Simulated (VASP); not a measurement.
# Ti3Ag (P4/mmm) in VASP: a series of runs

The runs below take Ti3Ag through single point, with LDA.

All numbers are computed with VASP 6.6.1; they aren't measurements. Logs are shortened: lines on timing, memory, paths and dates and some standing lists are left out, and cuts for length are marked.

### 1 The cell of the first run

The structure is tetragonal, space group P4/mmm (No. 123). Conventional cell: a = 4.102 Å, b = 4.102 Å, c = 3.869 Å, α = 90.00°, β = 90.00°, γ = 90.00°. Ti (site symmetry mmm) has 8 Ti at 2.82 to 2.90 Å and 4 Ag at 2.82 Å within 3.7 Å. Ti (site symmetry 4/mmm) has 8 Ti at 2.82 Å and 4 Ag at 2.90 Å within 3.7 Å. Ag (site symmetry 4/mmm) has 12 Ti at 2.82 to 2.90 Å within 3.7 Å.

### 2 Single point, LDA (volume scaled by 0.94)

INCAR reads:

```
  PREC = Accurate
  ENCUT = 520
  EDIFF = 1E-6
  ISMEAR = -1
  SIGMA = 0.08
  LREAL = F
  LASPH = T
  NELM = 60
  ALGO = Normal
  ISIF = 2
  LWAVE = F
  LCHARG = T
  GGA = CA
  LELF = T
  LVHAR = T
  NBANDS = 32
```

KPOINTS reads:

```
Automatic mesh
0
Gamma
  9 9 9
```

POSCAR reads:

```
Ti3Ag
1.0
    4.1015270372      0.0000000000      0.0000000000
    0.0000000000      4.1015270372      0.0000000000
    0.0000000000      0.0000000000      3.8693651294
Ti Ag
3 1
Direct
    0.0000000000      0.5000000000      0.5000000000
    0.5000000000      0.0000000000      0.5000000000
    0.5000000000      0.5000000000      0.0000000000
    0.0000000000      0.0000000000      0.0000000000
```

Potentials or basis: VASP PAW LDA potentials, release 64 (Ti_sv, Ag).

Command:

```bash
cat potpaw_LDA.64/Ti_sv/POTCAR potpaw_LDA.64/Ag/POTCAR > POTCAR
mpirun -np 1 vasp_std > vasp.out
```

OUTCAR:

```text
PREC = Accurate
   ENCUT = 520
   EDIFF = 1E-6
   ISMEAR = -1
   LREAL = F
   LASPH = T
   NELM = 60
   ISIF = 2
   GGA = CA

 ion  position               nearest neighbor table
   1  0.000  0.500  0.500-   3 2.82   4 2.82   3 2.82   4 2.82   4 2.82   4 2.82   3 2.82   3 2.82
                             2 2.90   2 2.90   2 2.90   2 2.90
   2  0.500  0.000  0.500-   3 2.82   4 2.82   3 2.82   4 2.82   3 2.82   3 2.82   4 2.82   4 2.82
                             1 2.90   1 2.90   1 2.90   1 2.90
   3  0.500  0.500  0.000-   1 2.82   2 2.82   1 2.82   2 2.82   2 2.82   2 2.82   1 2.82   1 2.82
                             4 2.90   4 2.90   4 2.90   4 2.90
   4  0.000  0.000  0.000-   1 2.82   2 2.82   1 2.82   2 2.82   1 2.82   1 2.82   2 2.82   2 2.82
                             3 2.90   3 2.90   3 2.90   3 2.90

  LATTYP: Found a simple tetragonal cell.
 ALAT       =     4.1015270372
 C/A-ratio  =     0.9433962264

  Lattice vectors:

 A1 = (   4.1015270372,   0.0000000000,   0.0000000000)
 A2 = (   0.0000000000,   4.1015270372,   0.0000000000)
 A3 = (   0.0000000000,   0.0000000000,   3.8693651294)

Analysis of symmetry for initial positions (statically):
=====================================================================
 Subroutine PRICEL returns:
 Original cell was already a primitive cell.

 Routine SETGRP: Setting up the symmetry group for a
 simple tetragonal supercell.

 Subroutine GETGRP returns: Found 16 space group operations
 (whereof 16 operations were pure point group operations)
 out of a pool of 16 trial point group operations.

The static configuration has the point symmetry D_4h.

Analysis of symmetry for dynamics (positions and initial velocities):
=====================================================================
 Subroutine PRICEL returns:
 Original cell was already a primitive cell.

 Routine SETGRP: Setting up the symmetry group for a
 simple tetragonal supercell.

 Subroutine GETGRP returns: Found 16 space group operations
 (whereof 16 operations were pure point group operations)
 out of a pool of 16 trial point group operations.

The dynamic configuration has the point symmetry D_4h.

 Subroutine INISYM returns: Found 16 space group operations
 (whereof 16 operations are pure point group operations),
 and found     1 'primitive' translations

----------------------------------------------------------------------------------------

                                     Primitive cell

  volume of cell :      65.0925

  direct lattice vectors                    reciprocal lattice vectors
     4.101527037  0.000000000  0.000000000     0.243811632  0.000000000  0.000000000
     0.000000000  4.101527037  0.000000000     0.000000000  0.243811632  0.000000000
     0.000000000  0.000000000  3.869365129     0.000000000  0.000000000  0.258440330

  length of vectors
     4.101527037  4.101527037  3.869365129     0.243811632  0.243811632  0.258440330

  position of ions in fractional coordinates (direct lattice)
     0.000000000  0.500000000  0.500000000
     0.500000000  0.000000000  0.500000000
     0.500000000  0.500000000  0.000000000
     0.000000000  0.000000000  0.000000000

  ion indices of the primitive-cell ions
   primitive index   ion index
                 1           1
                 2           2
                 3           3
                 4           4

----------------------------------------------------------------------------------------

 KPOINTS: Automatic mesh

Automatic generation of k-mesh.
 Grid dimensions read from file:
 generate k-points for:    9    9    9

 Generating k-lattice:

  Cartesian coordinates                     Fractional coordinates (reciprocal lattice)
     0.027090181  0.000000000  0.000000000     0.111111111  0.000000000  0.000000000
     0.000000000  0.027090181  0.000000000     0.000000000  0.111111111  0.000000000
     0.000000000  0.000000000  0.028715592     0.000000000  0.000000000  0.111111111

  Length of vectors
     0.027090181  0.027090181  0.028715592

  Shift w.r.t. Gamma in fractional coordinates (k-lattice)
     0.000000000  0.000000000  0.000000000

 Subroutine IBZKPT returns following result:
 ===========================================

 Found     75 irreducible k-points:

 Following reciprocal coordinates:
            Coordinates               Weight
  0.000000  0.000000  0.000000      1.000000
  0.111111  0.000000  0.000000      4.000000
  0.222222  0.000000  0.000000      4.000000
  0.333333  0.000000  0.000000      4.000000
  0.444444  0.000000  0.000000      4.000000
  0.111111  0.111111  0.000000      4.000000
[... 16 lines left out ...]
  0.333333  0.111111  0.111111     16.000000
  0.444444  0.111111  0.111111     16.000000
 [... further k-points ...]
   k-points           NKPTS =     75   k-points in BZ     NKDIM =     75   number of bands    NBANDS=     32
   number of dos      NEDOS =    301   number of ions     NIONS =      4
   total plane-waves  NPLWV =  30720
   dimension x,y,z NGX =    32 NGY =   32 NGZ =   30
   dimension x,y,z NGXF=    64 NGYF=   64 NGZF=   60
   ions per type =               3   1
   NGX,Y,Z   is equivalent  to a cutoff of  12.97, 12.97, 12.89 a.u.
   NGXF,Y,Z  is equivalent  to a cutoff of  25.94, 25.94, 25.78 a.u.
 SYSTEM =  unknown system
   PREC   = accura    normal or accurate (medium, high low for compatibility)
   ISTART =      0    job   : 0-new  1-cont  2-samecut
   ICHARG =      2    charge: 1-file 2-atom 10-const
   ISPIN  =      1    spin polarized calculation?
   LNONCOLLINEAR =      F non collinear calculations
   LSORBIT =      F    spin-orbit coupling
   LASPH  =      T    aspherical Exc in radial PAW
   ENCUT  =  520.0 eV  38.22 Ry    6.18 a.u.   7.63  7.63  7.19*2*pi/ulx,y,z
   NELM   =     60;   NELMIN=  2; NELMDL= -5     # of ELM steps
   EDIFF  = 0.1E-05   stopping-criterion for ELM
   LREAL  =      F    real-space projection
   EDIFFG = 0.1E-04   stopping-criterion for IOM
   NSW    =      0    number of steps for IOM
   IBRION =     -1    ionic relax: 0-MD 1-quasi-New 2-CG
   NFREE  =      0    steps in history (QN), initial steepest desc. (CG)
   ISIF   =      2    stress and relaxation
   ISYM   =      2    0-nonsym 1-usesym 2-fastsym
   POTIM  = 0.5000    time-step for ionic-motion
   TEBEG  =    0.0;   TEEND  =   0.0 temperature during run
   PSTRESS=    0.0 pullay stress
   NELECT =      47.0000    total number of electrons
   NUPDOWN=      -1.0000    fix difference up-down
   EMIN   =  10.00;   EMAX   =-10.00  energy-range for DOS
   EFERMI =   0.00;   METHOD = LEGACY
   ISMEAR =    -1;   SIGMA  =   0.08  broadening in eV -4-tet -1-fermi 0-gaus
   EFERMI_NEDOS =   21; number of points for ismear=-14 and -15
   IALGO  =     38    algorithm
   IMIX   =      4    mixing-type and parameters
     AMIX     =   0.40;   BMIX     =  1.00
     AMIX_MAG =   1.60;   BMIX_MAG =  1.00
  volume/ion in A,a.u.               =      16.27       109.82
  Fermi-wavevector in a.u.,A,eV,Ry     =   1.468691  2.775424 29.348499  2.157054
  Thomas-Fermi vector in A             =   2.584158
   LORBIT       =      0    0 simple, 1 ext, 2 COOP (PROOUT), +10 PAW based schemes
   GGA     = CA    functional components
   LHFCALC =     F    Hartree Fock is set to
   AEXX    =    0.0000 exact exchange contribution
   IVDW    =     0    specifies the selected vdW correction
   LEPSILON=     F    determine dielectric tensor
   LRPA    =     F    only Hartree local field effects (RPA)
 non-spin polarized calculation
  energy-cutoff  :      520.00
  volume of cell :       65.09
 maximum number of plane-waves:      1778
 NGX is ok and might be reduce to    32
   NGX = 15   NGY = 15   NGZ = 15

 number of electron      47.0000013 magnetization

 Free energy of the ion-electron system (eV)
  ---------------------------------------------------
  ext. energy  EPLUGINS =         0.00000000
  ---------------------------------------------------
  free energy    TOTEN  =       -29.26698758 eV

  energy without entropy =      -29.11969270  energy(sigma->0) =      -29.19334014

 E-fermi :   8.7969     XC(G=0): -12.2972

 val. band max:        8.7960312881   @ k =   0.3333   0.3333   0.3333
 cond. band min:       8.8019319858   @ k =   0.1111   0.1111   0.0000
 fundamental gap:      0.0059006977
 Fermi energy:         8.7969073043

 k-point     1 :       0.0000    0.0000    0.0000
  band No.  band energies     occupation
      1     -47.1654      2.00000
      2     -47.0378      2.00000
      3     -46.9349      2.00000
      4     -24.0053      2.00000
      5     -24.0053      2.00000
      6     -23.9777      2.00000
[... 24 lines left out ...]
     31      12.0981      0.00000
     32      12.2149      0.00000

 k-point     2 :       0.1111    0.0000    0.0000
  band No.  band energies     occupation
      1     -47.1613      2.00000
      2     -47.0405      2.00000
      3     -46.9363      2.00000
      4     -23.9965      2.00000
      5     -23.9907      2.00000
      6     -23.9687      2.00000
[... 24 lines left out ...]
     31      12.0513      0.00000
     32      12.1605      0.00000

 k-point     3 :       0.2222    0.0000    0.0000
  band No.  band energies     occupation
      1     -47.1494      2.00000
      2     -47.0488      2.00000
      3     -46.9398      2.00000
      4     -23.9717      2.00000
      5     -23.9487      2.00000
      6     -23.9440      2.00000
[... 24 lines left out ...]
     31      11.8014      0.00000
     32      11.8733      0.00000

 k-point     4 :       0.3333    0.0000    0.0000
  band No.  band energies     occupation
      1     -47.1319      2.00000
      2     -47.0624      2.00000
      3     -46.9435      2.00000
      4     -23.9369      2.00000
      5     -23.9104      2.00000
      6     -23.8855      2.00000
[... 24 lines left out ...]
     31      11.3225      0.00000
     32      11.4366      0.00000

 k-point     5 :       0.4444    0.0000    0.0000
  band No.  band energies     occupation
      1     -47.1135      2.00000
      2     -47.0784      2.00000
      3     -46.9458      2.00000
      4     -23.9062      2.00000
      5     -23.8825      2.00000
      6     -23.8200      2.00000
[... 584 lines left out ...]
     31      11.8850      0.00000
     32      12.0719      0.00000

 k-point    22 :       0.2222    0.1111    0.1111
  band No.  band energies     occupation
      1     -47.1424      2.00000
      2     -47.0503      2.00000
      3     -46.9448      2.00000
      4     -23.9969      2.00000
      5     -23.9221      2.00000
      6     -23.8986      2.00000
[... 24 lines left out ...]
     31      11.7329      0.00000
     32      11.8998      0.00000

 k-point    23 :       0.3333    0.1111    0.1111
  band No.  band energies     occupation
      1     -47.1259      2.00000
      2     -47.0629      2.00000
      3     -46.9486      2.00000
      4     -23.9681      2.00000
      5     -23.8869      2.00000
      6     -23.8574      2.00000
[... 24 lines left out ...]
     31      11.4516      0.00000
     32      11.7056      0.00000

 k-point    24 :       0.4444    0.1111    0.1111
  band No.  band energies     occupation
      1     -47.1083      2.00000
      2     -47.0781      2.00000
      3     -46.9509      2.00000
      4     -23.9295      2.00000
      5     -23.8565      2.00000
      6     -23.8486      2.00000
[... 24 lines left out ...]
     31      11.1904      0.00000
     32      11.3622      0.00000

 [... further k-points ...]
[... 5 lines left out ...]
  --------------------------------------------------------------------------------------
  -------------------------------------------------------------------------------------
  Total       -1.5956521     -1.5956521     -0.7016429      0.0000000     -0.0000000      0.0000000
  in kB      -39.2751560    -39.2751560    -17.2701395      0.0000000     -0.0000000      0.0000000
  external PRESSURE =     -31.9401505 kB  Pullay stress =       0.0000000 kB

 VOLUME and BASIS-vectors are now :
 -----------------------------------------------------------------------------
  energy-cutoff  :      520.00
  volume of cell :       65.09
      direct lattice vectors                 reciprocal lattice vectors
     4.101527037  0.000000000  0.000000000     0.243811632  0.000000000  0.000000000
     0.000000000  4.101527037  0.000000000     0.000000000  0.243811632  0.000000000
     0.000000000  0.000000000  3.869365129     0.000000000  0.000000000  0.258440330

 POSITION                                       TOTAL-FORCE (eV/Angst)
 -----------------------------------------------------------------------------------
      0.00000      2.05076      1.93468         0.000000      0.000000      0.000000
      2.05076      0.00000      1.93468         0.000000      0.000000      0.000000
      2.05076      2.05076      0.00000         0.000000      0.000000      0.000000
      0.00000      0.00000      0.00000         0.000000      0.000000      0.000000
 -----------------------------------------------------------------------------------
    total drift:                                0.000000     -0.000000     -0.000000

  FREE ENERGIE OF THE ION-ELECTRON SYSTEM (eV)
  ---------------------------------------------------
  free  energy   TOTEN  =       -29.2669875757 eV

  energy  without entropy=      -29.1196927002  energy(sigma->0) =      -29.19334014
```

Run time: 100 s. Hardware: 1 thread of Intel Xeon 6975P-C, shared host; peak memory 0.25 GiB.

Results:

```
Free energy : -29.2670 eV
Pressure    : -3.2 GPa
```

### 3 Single point, LDA (volume scaled by 0.98)

INCAR reads:

```
SYSTEM = Ti3Ag
PREC = Accurate
ENCUT = 520
EDIFF = 1E-6
ISMEAR = -1
SIGMA = 0.08
LREAL = .False.
LASPH = .True.
NELM = 80
ALGO = Normal
ISIF = 2
LWAVE = .False.
LCHARG = .False.
GGA = CA
NBANDS = 32
```

KPOINTS reads:

```
regular mesh
0
Gamma
  9 9 9
  0 0 0
```

POSCAR reads:

```
Ti3Ag
1.0
    4.1588984821      0.0000000000      0.0000000000
    0.0000000000      4.1588984821      0.0000000000
    0.0000000000      0.0000000000      3.9234891341
Ti Ag
3 1
Direct
    0.0000000000      0.5000000000      0.5000000000
    0.5000000000      0.0000000000      0.5000000000
    0.5000000000      0.5000000000      0.0000000000
    0.0000000000      0.0000000000      0.0000000000
```

Potentials or basis: VASP PAW LDA potentials, release 64 (Ti_sv, Ag).

Command:

```bash
cat potpaw_LDA.64/Ti_sv/POTCAR potpaw_LDA.64/Ag/POTCAR > POTCAR
mpirun -np 1 vasp_std > vasp.out
```

It took 1.8 min on 1 thread of Intel Xeon 6975P-C, shared host; peak memory 0.26 GiB.

The run converged. Its results:

| Property | Result |
| --- | --- |
| Free energy | -29.1713 eV |
| Pressure | -7.8 GPa |

Stress tensor (GPa, compression positive):
```
-8.56  0.00  0.00
 0.00 -8.56  0.00
 0.00  0.00 -6.39
```

Levels at points of the mesh, in eV from the Fermi level:
```
           k point  band 22  band 23  band 24  band 25  band 26  band 27
(0.00, 0.00, 0.00)    -0.51    -0.24     0.04     2.18     2.18     2.28
```

[end of part 1 of 2]
